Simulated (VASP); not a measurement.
A run of VASP 6.6.1:

The input INCAR:

```
ALGO     = Normal         # electronic algorithm
EDIFF    = 1E-6           # SCF threshold, eV
ENCUT    = 520            # plane-wave cutoff, eV
GGA      = PE             # functional
ISIF     = 2              # what is computed and relaxed
ISMEAR   = 0              # smearing method
LASPH    = True           # aspherical terms in the spheres
LCHARG   = True           # write CHGCAR
LELF     = True           # ELF
LREAL    = False          # projectors in reciprocal space
LVHAR    = True         
LWAVE    = False          # write WAVECAR
NBANDS   = 11             # bands
NELM     = 80             # most SCF steps
PREC     = Accurate       # precision mode
SIGMA    = 0.05           # smearing width, eV
```

The input KPOINTS:

```
k-points
0
Gamma
  10 10 10
```

POSCAR

```
NaH
1.0
    2.9551240000      0.0000000000      0.0000000000
    0.0000000000      2.9551240000      0.0000000000
    0.0000000000      0.0000000000      3.1028802000
Na H
1 1
Direct
    0.0000000000      0.0000000000      0.0000000000
    0.5000000000      0.5000000000      0.5000000000
```

Potentials or basis: VASP PAW PBE potentials, release 64 (Na_pv, H).

Command:

```bash
$ cat potpaw_PBE.64/Na_pv/POTCAR potpaw_PBE.64/H/POTCAR > POTCAR
$ mpirun -np 1 vasp_std > vasp.out
```

Hardware: 1 thread of Intel(R) Xeon(R) Platinum 8259CL CPU @ 2.50GHz (Skylake/Cascade Lake), with other jobs on the host.

Problem. How long does it take, and how much memory?

Solution. It took 17 s on 1 thread of Intel(R) Xeon(R) Platinum 8259CL CPU @ 2.50GHz (Skylake/Cascade Lake), on a shared host, peak memory 0.15 GiB. Counts: scf iterations 12, k points 126.
